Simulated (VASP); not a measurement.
Wanted: the native input for a VASP 6.6.1 run.

```
Task                   : single point
Functional             : PBE
Dispersion             : D3(BJ)
Potentials or basis    : VASP PAW PBE potentials, release 64 (B, N)
Cutoff                 : 520 eV
k mesh                 : 12 × 12 × 12
Occupations            : gaussian, width 0.02 eV
Spin                   : no spin polarisation
Dipole correction      : no
Further INCAR settings : ALGO = Normal; EDIFF = 1e-06; NBANDS = 11
```

The structure of BN lies in POSCAR:

```
BN
1.0
    1.2539926937      0.7239930193      3.3886670452
   -1.2539926937      0.7239930193      3.3886670452
    0.0000000000     -1.4479860386      3.3886670452
B N
1 1
Direct
    0.9996613582      0.9996613582      0.9996613582
    0.3327716418      0.3327716418      0.3327716418
```

One way to write it, as run:

INCAR

```
PREC = Accurate ; ENCUT = 520
EDIFF = 1E-6 ; ISMEAR = 0
SIGMA = 0.02 ; LREAL = False
LASPH = True ; NELM = 80
ALGO = Normal ; ISIF = 2
LWAVE = False ; LCHARG = False
GGA = PE ; IVDW = 12
NBANDS = 11
```

KPOINTS

```
regular mesh
0
Gamma
  12 12 12
```

Potentials or basis: VASP PAW PBE potentials, release 64 (B, N).

Command:

```bash
$ cat potpaw_PBE.64/B/POTCAR potpaw_PBE.64/N/POTCAR > POTCAR
$ mpirun -np 1 vasp_std > vasp.out
```

Results of the run:

* Pressure: -0.6 GPa
* Band gap on the k mesh: 4.28 eV (least direct gap 4.68 eV)
* Dispersion energy per atom: -0.137 eV

Run time: 94 s on 1 thread of AMD EPYC 7R13, with other jobs on the host, peak memory 0.16 GiB.
